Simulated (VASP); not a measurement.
A run of VASP 6.6.1 is set up as follows.

The input INCAR:

```
SYSTEM = Cu
  PREC = Accurate
  ENCUT = 520
  EDIFF = 1E-6
  ISMEAR = 0
  SIGMA = 0.15
  LREAL = .False.
  LASPH = .True.
  NELM = 80
  ALGO = Fast
  ISIF = 2
  LWAVE = .False.
  LCHARG = .True.
  GGA = PE
  LELF = .True.
  LVHAR = .True.
  NBANDS = 12
```

The input KPOINTS:

```
regular mesh
0
Gamma
  24 24 24
  0 0 0
```

The input POSCAR:

```
Cu
1.0
    0.0000000000      1.8616034381      1.7232863027
    1.8616034381      0.0000000000      1.7232863027
    1.8616034381      1.8616034381      0.0000000000
Cu
1
Direct
    0.0000000000      0.0000000000      0.0000000000
```

Potentials or basis: VASP PAW PBE potentials, release 64 (Cu).

Launch:

```sh
$ cat potpaw_PBE.64/Cu/POTCAR > POTCAR
$ mpirun -np 1 vasp_std > vasp.out
```

Question: Estimate the band gap on the k mesh.

Answer: Zero (an odd number of electrons rules out a gap without spin polarisation).

Question: What does it give for the pressure?

Answer: 0.8 GPa.

Stress tensor (GPa, compression positive):
```
-0.21  0.00  0.00
 0.00 -0.21  0.00
 0.00  0.00  2.88
```
